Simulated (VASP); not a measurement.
A run of VASP 6.6.1 is set up as follows.

Contents of POSCAR:

```
PbF2
1.0
    0.0000000000      2.9636600000      2.9636600000
    2.9636600000      0.0000000000      2.9636600000
    2.9636600000      2.9636600000      0.0000000000
Pb F
1 2
Direct
    0.0000000000      0.0000000000      0.0000000000
    0.7500000000      0.7500000000      0.7500000000
    0.2500000000      0.2500000000      0.2500000000
```

Contents of INCAR.step1:

```
SYSTEM = PbF2
PREC     = Accurate       ! precision mode
ENCUT    = 660            ! plane-wave cutoff, eV
ISMEAR   = -1             ! smearing method
SIGMA    = 0.05           ! smearing width, eV
LREAL    = .False.        ! projectors in reciprocal space
LASPH    = .True.         ! aspherical terms in the spheres
NELM     = 120            ! most SCF steps
GGA      = PE             ! functional
ALGO     = Normal         ! electronic algorithm
EDIFF    = 1E-5           ! SCF threshold, eV
LWAVE    = .True.         ! write WAVECAR
LCHARG   = .False.        ! write CHGCAR
GGA_COMPAT= .False.      
IBRION   = 2              ! ionic algorithm
ISIF     = 3              ! what is computed and relaxed
EDIFFG   = -0.005         ! ionic threshold
NELMIN   = 4            
NSW      = 100            ! ionic steps
```

Contents of INCAR.step2:

```
SYSTEM = PbF2
PREC     = Accurate       ! precision mode
ENCUT    = 660            ! plane-wave cutoff, eV
EDIFF    = 1E-7           ! SCF threshold, eV
ISMEAR   = -1             ! smearing method
SIGMA    = 0.05           ! smearing width, eV
LREAL    = .False.        ! projectors in reciprocal space
LASPH    = .True.         ! aspherical terms in the spheres
NELM     = 120            ! most SCF steps
ALGO     = Normal         ! electronic algorithm
ISIF     = 3              ! what is computed and relaxed
LWAVE    = .False.        ! write WAVECAR
LCHARG   = .False.        ! write CHGCAR
METAGGA  = R2SCAN         ! meta-GGA
LMIXTAU  = .True.       
LUSE_VDW = .True.       
IVDW_NL  = 2            
BPARAM   = 11.95        
CPARAM   = 0.0093       
IBRION   = 2              ! ionic algorithm
NSW      = 60             ! ionic steps
EDIFFG   = -0.01          ! ionic threshold
ISTART   = 1            
GGA_COMPAT= .False.      
NELMIN   = 4
```

File KPOINTS:

```
Automatic mesh
0
Gamma
  8 8 8
  0 0 0
```

Potentials or basis: VASP PAW PBE potentials, release 64 (Pb_d, F).

Launch:

```console
$ cat potpaw_PBE.64/Pb_d/POTCAR potpaw_PBE.64/F/POTCAR > POTCAR
$ cp INCAR.step1 INCAR
$ mpirun -np 1 vasp_std > vasp.out
$ cp INCAR.step2 INCAR
$ mpirun -np 1 vasp_std > vasp.out
```

(1) Predict the space group after relaxing (to 0.1 Å).

(2) Predict the relaxed cell.

(3) What does it give for the band gap on the k mesh?

Answers

(1) Fm-3m (No. 225).

(2) a = 4.166 Å, b = 4.166 Å, c = 4.166 Å, α = 60.00°, β = 60.00°, γ = 60.00°.

(3) 4.88 eV (least direct gap 5.03 eV).

Caveat: spin-orbit coupling is left out, which moves the levels of the heavy elements.
